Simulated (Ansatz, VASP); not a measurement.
# Two plane-wave programs on HfO2

```
Hf O
1.0
     4.88129    0.00000    0.00000
     0.00000    4.88129    0.00000
     0.00000    0.00000    3.23803
Hf O
2 4
Direct
  0.95002 0.95002 0.84018
  0.50000 0.50000 0.50000
  0.19484 0.80516 0.50000
  0.30516 0.30516 0.00000
  0.69484 0.69484 0.00000
  0.80516 0.19484 0.50000
```

Alike in both runs: task single point; functional PBE; k mesh 6 × 6 × 8; occupations gaussian, width 0.05 eV; no spin polarisation.

|  | VASP | Ansatz |
| --- | --- | --- |
| version | VASP 6.6.1 | Ansatz 0.2.0 |
| potentials or method | VASP PAW PBE potentials, release 64 (Hf_pv, O), cutoff 520 eV | scalar-relativistic, plane waves, PAW |
| valence electrons in the cell | 44 | 76 |

|  | VASP | Ansatz | Ansatz less VASP |
| --- | --- | --- | --- |
| gap on the k mesh at the Fermi level (eV) | 3.25 | 3.28 | +0.035 |
| least direct gap on the mesh (eV) | 3.33 | 3.36 | +0.036 |
| pressure (GPa) | 19.1 | 21.5 | +2.33 |
| traceless stress, the component that is largest in VASP (GPa) | -6.70 | -6.82 | -0.114 |
| rms of the force components (eV/Å) | 3.379 | 3.381 | +0.0026 |

Atom by atom the forces differ by 0.046 eV/Å (rms over components). The functional is the same, so the differences come from potentials, cutoffs and numerics. VASP's potentials hold 44 valence electrons a cell and Ansatz's 76, so a difference there can come from the potentials and not from the codes.

Spin-orbit coupling is off throughout.
